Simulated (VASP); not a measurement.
Set up this calculation in VASP 6.6.1, as the native input.

| Quantity | Value |
| --- | --- |
| Task | single point |
| Functional | PBE |
| Potentials or basis | VASP PAW PBE potentials, release 64 (Pb_d, S) |
| Cutoff | 520 eV |
| k mesh | 10 × 10 × 10 |
| Occupations | gaussian, width 0.05 eV |
| Spin | no spin polarisation |
| Dipole correction | no |
| Further INCAR settings | ALGO = Normal; EDIFF = 1e-06; NBANDS = 17 |

The structure of PbS lies in POSCAR:

```
PbS
1.0
    0.0000000000      3.0440696105      3.0440696105
    3.0440696105      0.0000000000      3.0440696105
    3.0440696105      3.0440696105      0.0000000000
Pb S
1 1
Direct
    0.5000000000      0.5000000000      0.5000000000
    0.0000000000      0.0000000000      0.0000000000
```

This cell differs from its parent crystal: volume scaled by 1.040.

These files were run (other wordings do the same):

INCAR

```
ALGO = Normal ; EDIFF = 1E-6
ENCUT = 520 ; GGA = PE
ISIF = 2 ; ISMEAR = 0
LASPH = True ; LCHARG = False
LREAL = False ; LWAVE = False
NBANDS = 17 ; NELM = 100
PREC = Accurate ; SIGMA = 0.05
```

KPOINTS

```
k-points
0
Gamma
  10 10 10
```

Potentials or basis: VASP PAW PBE potentials, release 64 (Pb_d, S).

The run is started by

```sh
$ cat potpaw_PBE.64/Pb_d/POTCAR potpaw_PBE.64/S/POTCAR > POTCAR
$ mpirun -np 1 vasp_std > vasp.out
```

Results of the run:

The pressure is -2.0 GPa and the band gap on the k mesh is 0.62 eV, direct.

Caveat: spin-orbit coupling is left out, which moves the levels of the heavy elements.

Wall time 20 s on 1 thread of AMD EPYC 9R45 96-Core Processor (Zen 5) (shared host), peak memory 0.17 GiB.
